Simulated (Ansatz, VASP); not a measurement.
CaH8Cl2O4 in VASP and in Ansatz

```
O H Ca Cl
1.0
     6.22996    0.00000    0.00000
     0.00000    6.22996    0.00000
     0.00000    0.00000    6.22996
O H Ca Cl
4 8 1 2
Direct
  0.55593 0.79541 0.23239
  0.81409 0.06879 0.69149
  0.05570 0.50016 0.38423
  0.60861 0.56776 0.68127
  0.70806 0.84079 0.20597
  0.46726 0.89625 0.15000
  0.88009 0.02529 0.82864
  0.84297 0.22167 0.69081
  0.01794 0.38689 0.28181
  0.02161 0.63817 0.30561
  0.66573 0.70945 0.71486
  0.55451 0.49787 0.81612
  0.42790 0.49013 0.37031
  0.00783 0.90760 0.12395
  0.39367 0.28445 0.00699
```

Alike in both runs: functional PBE; dispersion D3(BJ); k mesh 1 × 1 × 1; occupations fermi-dirac, width 0.05 eV; no spin polarisation.

Ansatz relaxed the structure, and its values are those at the end. VASP's run is a single point on that final structure, the one shown.

|  | VASP | Ansatz |
| --- | --- | --- |
| version | VASP 6.6.1 | Ansatz 0.2.0 |
| potentials or method | VASP PAW PBE potentials, release 64 (O, H, Ca_sv, Cl), cutoff 520 eV | scalar-relativistic, plane waves, PAW |
| valence electrons in the cell | 56 | 56 |

```csv
,VASP,Ansatz,Ansatz less VASP
gap on the k mesh at the Fermi level (eV),3.97,3.96,-0.010
rms of the force components (eV/Å),0.091,0.083,-0.0077
```

Ansatz's warnings: dispersion switch in reach, xc potential rough in thin density.
